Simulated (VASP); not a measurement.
# B (Cmme) in VASP: further runs, part 2 of 2

VASP 6.6.1.

## (3) Single point, PBE

This run uses another cell than the first one, of 7.92 Å³/atom.

INCAR

```
SYSTEM = B
  PREC = Accurate
  ENCUT = 520
  EDIFF = 1E-7
  ISMEAR = 0
  SIGMA = 0.1
  LREAL = .FALSE.
  LASPH = .TRUE.
  NELM = 80
  ALGO = Normal
  ISIF = 2
  LWAVE = .FALSE.
  LCHARG = .FALSE.
  GGA = PE
  NBANDS = 18
```

KPOINTS

```
regular mesh
0
G
  6 6 6
  0 0 0
```

POSCAR

```
B
1.0
    2.9512750917     -2.5672691241      0.0000000000
    2.9512750917      2.5672691241      0.0000000000
    0.0000000000      0.0000000000      3.1344223312
B
6
Direct
    0.5782101018      0.4217898982      0.2514796631
    0.9217898982      0.0782101018      0.2514796631
    0.4217898982      0.5782101018      0.7485203369
    0.0782101018      0.9217898982      0.7485203369
    0.7500000000      0.7500000000      0.0000000000
    0.2500000000      0.2500000000      0.0000000000
```

Potentials or basis: VASP PAW PBE potentials, release 64 (B).

Command:

```bash
$ cat potpaw_PBE.64/B/POTCAR > POTCAR
$ mpirun -np 1 vasp_std > vasp.out
```

OUTCAR:

```text
SYSTEM = B
   PREC = Accurate
   ENCUT = 520
   EDIFF = 1E-7
   ISMEAR = 0
   LREAL = .FALSE.
   LASPH = .TRUE.
   NELM = 80
   ISIF = 2
   GGA = PE

 ion  position               nearest neighbor table
   1  0.578  0.422  0.251-   5 1.72   6 1.72   3 1.75   2 1.76   3 1.77
   2  0.922  0.078  0.251-   5 1.72   6 1.72   4 1.75   1 1.76   4 1.77
   3  0.422  0.578  0.749-   5 1.72   6 1.72   1 1.75   4 1.76   1 1.77
   4  0.078  0.922  0.749-   5 1.72   6 1.72   2 1.75   3 1.76   2 1.77
   5  0.750  0.750  0.000-   1 1.72   2 1.72   3 1.72   4 1.72
   6  0.250  0.250  0.000-   1 1.72   2 1.72   3 1.72   4 1.72
[... 715 lines left out ...]
  -------------------------------------------------------------------------------------
  Total        0.0168333     -0.0793731     -0.0891526      0.0000000      0.0000000      0.0000000
  in kB        0.5678206     -2.6774128     -3.0072955      0.0000000      0.0000000      0.0000000
  external PRESSURE =      -1.7056292 kB  Pullay stress =       0.0000000 kB

 VOLUME and BASIS-vectors are now :
 -----------------------------------------------------------------------------
  energy-cutoff  :      520.00
  volume of cell :       47.50
      direct lattice vectors                 reciprocal lattice vectors
     2.951275092 -2.567269124  0.000000000     0.169418297 -0.194759480  0.000000000
     2.951275092  2.567269124  0.000000000     0.169418297  0.194759480  0.000000000
     0.000000000  0.000000000  3.134422331     0.000000000  0.000000000  0.319038054

 POSITION                                       TOTAL-FORCE (eV/Angst)
 -----------------------------------------------------------------------------------
      2.95128     -0.40157      0.78824         0.000000     -0.007560      0.009508
      2.95128     -2.16570      0.78824         0.000000      0.007560      0.009508
      2.95128      0.40157      2.34618         0.000000      0.007560     -0.009508
      2.95128      2.16570      2.34618         0.000000     -0.007560     -0.009508
      4.42691      0.00000      0.00000         0.000000     -0.000000     -0.000000
      1.47564      0.00000      0.00000         0.000000     -0.000000     -0.000000
 -----------------------------------------------------------------------------------
    total drift:                               -0.000000      0.000000      0.000000

  FREE ENERGIE OF THE ION-ELECTRON SYSTEM (eV)
  ---------------------------------------------------
  free  energy   TOTEN  =       -37.6489284956 eV

  energy  without entropy=      -37.6382987189  energy(sigma->0) =      -37.64361361
```

Run time: 23 s. Hardware: 1 thread of Intel Xeon Platinum 8488C (Sapphire Rapids), shared host; peak memory 0.16 GiB.

Results:

```yaml
Free_energy: -37.6489 eV
Pressure: -0.2 GPa
Largest_force: 0.012 eV/Å
Band_gap_on_the_k_mesh: zero (bands 9 and 10 overlap by 3.53 eV)
```

Forces on the atoms (eV/Å):
```
B    0.000 -0.008  0.010
B    0.000  0.008  0.010
B    0.000  0.008 -0.010
B    0.000 -0.008 -0.010
B    0.000  0.000  0.000
B    0.000  0.000  0.000
```

## (4) Single point, PBE

This run uses another cell than the first one, of 7.89 Å³/atom.

INCAR

```
SYSTEM = B
PREC = Accurate ; ENCUT = 520
EDIFF = 1E-7 ; ISMEAR = 0
SIGMA = 0.1 ; LREAL = .False.
LASPH = .True. ; NELM = 60
ALGO = Normal ; ISIF = 2
LWAVE = .False. ; LCHARG = .False.
GGA = PE ; NBANDS = 18
```

KPOINTS

```
regular mesh
0
Gamma
  10 10 12
  0 0 0
```

POSCAR

```
B
1.0
    2.5885969813     -2.9624887401      0.0000000000
    2.5885969813      2.9624887401      0.0000000000
    0.0000000000      0.0000000000      3.0882138382
B
6
Direct
    0.5807585104      0.0807585104      0.2515979077
    0.9192414896      0.4192414896      0.2515979077
    0.4192414896      0.9192414896      0.7484020923
    0.0807585104      0.5807585104      0.7484020923
    0.2500000000      0.2500000000      0.0000000000
    0.7500000000      0.7500000000      0.0000000000
```

Potentials or basis: VASP PAW PBE potentials, release 64 (B).

Command:

```bash
$ cat potpaw_PBE.64/B/POTCAR > POTCAR
$ mpirun -np 1 vasp_std > vasp.out
```

OUTCAR:

```text
SYSTEM = B
   PREC = Accurate
   ENCUT = 520
   EDIFF = 1E-7
   ISMEAR = 0
   LREAL = .False.
   LASPH = .True.
   NELM = 60
   ISIF = 2
   GGA = PE

 ion  position               nearest neighbor table
   1  0.581  0.081  0.252-   5 1.72   6 1.72   3 1.75   2 1.75   3 1.76
   2  0.919  0.419  0.252-   5 1.72   6 1.72   4 1.75   1 1.75   4 1.76
   3  0.419  0.919  0.748-   5 1.72   6 1.72   1 1.75   4 1.75   1 1.76
   4  0.081  0.581  0.748-   5 1.72   6 1.72   2 1.75   3 1.75   2 1.76
   5  0.250  0.250  0.000-   1 1.72   2 1.72   3 1.72   4 1.72
   6  0.750  0.750  0.000-   1 1.72   2 1.72   3 1.72   4 1.72
[... 715 lines left out ...]
  -------------------------------------------------------------------------------------
  Total       -0.0011906      0.0207563      0.0122968      0.0000000      0.0000000      0.0000000
  in kB       -0.0402729      0.7021058      0.4159535      0.0000000      0.0000000      0.0000000
  external PRESSURE =       0.3592621 kB  Pullay stress =       0.0000000 kB

 VOLUME and BASIS-vectors are now :
 -----------------------------------------------------------------------------
  energy-cutoff  :      520.00
  volume of cell :       47.37
      direct lattice vectors                 reciprocal lattice vectors
     2.588596981 -2.962488740  0.000000000     0.193154826 -0.168777013  0.000000000
     2.588596981  2.962488740  0.000000000     0.193154826  0.168777013  0.000000000
     0.000000000  0.000000000  3.088213838     0.000000000  0.000000000  0.323811774

 POSITION                                       TOTAL-FORCE (eV/Angst)
 -----------------------------------------------------------------------------------
      1.71240     -1.48124      0.77699         0.000805     -0.000000      0.004197
      3.46479     -1.48124      0.77699        -0.000805     -0.000000      0.004197
      3.46479      1.48124      2.31123        -0.000805     -0.000000     -0.004197
      1.71240      1.48124      2.31123         0.000805     -0.000000     -0.004197
      1.29430      0.00000      0.00000         0.000000      0.000000     -0.000000
      3.88290      0.00000      0.00000         0.000000      0.000000      0.000000
 -----------------------------------------------------------------------------------
    total drift:                                0.000000      0.000000      0.000000

  FREE ENERGIE OF THE ION-ELECTRON SYSTEM (eV)
  ---------------------------------------------------
  free  energy   TOTEN  =       -37.6789726906 eV

  energy  without entropy=      -37.6733317240  energy(sigma->0) =      -37.67615221
```

OSZICAR:

```text
N       E                     dE             d eps       ncg     rms          rms(c)
DAV:   1     0.234882637073E+02    0.23488E+02   -0.81100E+03  7812   0.898E+02
DAV:   2    -0.378388125754E+02   -0.61327E+02   -0.57659E+02 10424   0.173E+02
DAV:   3    -0.395957159369E+02   -0.17569E+01   -0.17397E+01 10134   0.253E+01
DAV:   4    -0.396031871015E+02   -0.74712E-02   -0.74662E-02 10076   0.174E+00
DAV:   5    -0.396032267966E+02   -0.39695E-04   -0.39691E-04  9982   0.126E-01    0.769E+00
DAV:   6    -0.380625363993E+02    0.15407E+01   -0.13669E+00  8972   0.649E+00    0.412E+00
DAV:   7    -0.376982398099E+02    0.36430E+00   -0.52847E-01  9454   0.416E+00    0.143E+00
DAV:   8    -0.376782035945E+02    0.20036E-01   -0.66822E-02  9722   0.156E+00    0.304E-01
DAV:   9    -0.376789287221E+02   -0.72513E-03   -0.41653E-03  9066   0.407E-01    0.583E-02
DAV:  10    -0.376789655940E+02   -0.36872E-04   -0.38706E-04  9630   0.125E-01    0.217E-02
DAV:  11    -0.376789710047E+02   -0.54107E-05   -0.43702E-05  9460   0.440E-02    0.578E-03
DAV:  12    -0.376789723463E+02   -0.13416E-05   -0.46874E-06 10038   0.130E-02    0.242E-03
DAV:  13    -0.376789726115E+02   -0.26516E-06   -0.34034E-07  8894   0.382E-03    0.574E-04
DAV:  14    -0.376789726906E+02   -0.79160E-07   -0.14029E-08  4826   0.795E-04
   1 F= -.37678973E+02 E0= -.37676152E+02  d E =-.564097E-02
```

Wall time 89 s (1 thread of Intel Xeon Platinum 8488C (Sapphire Rapids), shared host); peak memory 0.24 GiB.

What came out:

```
Free energy            : -37.6790 eV
Pressure               : 0.0 GPa
Largest force          : 0.004 eV/Å
Band gap on the k mesh : zero (bands 9 and 10 overlap by 3.43 eV)
```

Forces in eV/Å, atoms in the order of the input:
```
B    0.001  0.000  0.004
B   -0.001  0.000  0.004
B   -0.001  0.000 -0.004
B    0.001  0.000 -0.004
B    0.000  0.000  0.000
B    0.000  0.000  0.000
```

## (5) Summary

| cell | k mesh | gap on the mesh (eV) | pressure (GPa) | largest force (eV/Å) |
| --- | --- | --- | --- | --- |
| a = 3.692, b = 3.692, c = 3.331 Å, angles 90.0, 90.0, 101.6°, 6 atoms, atomic positions A | 6 × 6 × 6 | none | 28.2 | 1.21 |
| a = 3.912, b = 3.912, c = 3.134 Å, angles 90.0, 90.0, 82.0°, 6 atoms, atomic positions B | 6 × 6 × 6 | none | -0.2 | 0.01 |
| a = 3.934, b = 3.934, c = 3.088 Å, angles 90.0, 90.0, 97.7°, 6 atoms, atomic positions C | 10 × 10 × 12 | none | 0.0 | - |

Alike in all rows: task single point; level PBE; potentials or basis VASP PAW PBE potentials, release 64 (B); no spin polarisation; cutoff (eV) 520; smearing gaussian 0.1 eV.

Caveats: the cell stands under pressure (at least some runs); forces of over 1 eV/Å act on the atoms, so gaps and moduli don't describe the material at rest (at least some runs).

Absolute energies hang on the potentials; compare differences alone.
